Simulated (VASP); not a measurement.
Write the native input for VASP 6.6.1 that does the following.

| Property | Result |
| --- | --- |
| Task | single point |
| Functional | PBE |
| Potentials or basis | VASP PAW PBE potentials, release 64 (Cd, Au) |
| Cutoff | 520 eV |
| k mesh | 6 × 6 × 12 |
| Occupations | gaussian, width 0.1 eV |
| Spin | no spin polarisation |
| Dipole correction | no |
| Further INCAR settings | ALGO = Fast; EDIFF = 1e-06; NBANDS = 44 |

The structure of Cd2Au lies in POSCAR:

```
Cd2Au
1.0
    7.2947747109      0.0000000000      0.0000000000
    0.0000000000      7.2947747109      0.0000000000
    0.0000000000      0.0000000000      2.9879411157
Cd Au
4 2
Direct
    0.2671196664      0.2671196664      0.0000000000
    0.2328803336      0.7671196664      0.5000000000
    0.7328803336      0.7328803336      0.0000000000
    0.7671196664      0.2328803336      0.5000000000
    0.0000000000      0.0000000000      0.0000000000
    0.5000000000      0.5000000000      0.5000000000
```

The input as run:

INCAR

```
SYSTEM = Cd2Au
PREC = Accurate ; ENCUT = 520
EDIFF = 1E-6 ; ISMEAR = 0
SIGMA = 0.1 ; LREAL = .False.
LASPH = .True. ; NELM = 100
ALGO = Fast ; ISIF = 2
LWAVE = .False. ; LCHARG = .True.
GGA = PE ; LELF = .True.
LVHAR = .True. ; NBANDS = 44
```

KPOINTS

```
Automatic mesh
0
Gamma
  6 6 12
  0 0 0
```

Potentials or basis: VASP PAW PBE potentials, release 64 (Cd, Au).

Run with:

```sh
$ cat potpaw_PBE.64/Cd/POTCAR potpaw_PBE.64/Au/POTCAR > POTCAR
$ mpirun -np 1 vasp_std > vasp.out
```

Results of the run:

| Property | Result |
| --- | --- |
| Pressure | 0.3 GPa |
| Largest force | 0.004 eV/Å |
| Band gap on the k mesh | zero (bands 35 and 36 overlap by 4.93 eV) |

Caveat: spin-orbit coupling is left out, which moves the levels of the heavy elements.

Run time: 3.3 min on 1 thread of Intel(R) Xeon(R) 6975P-C (Granite Rapids), with other jobs on the host, peak memory 0.51 GiB.
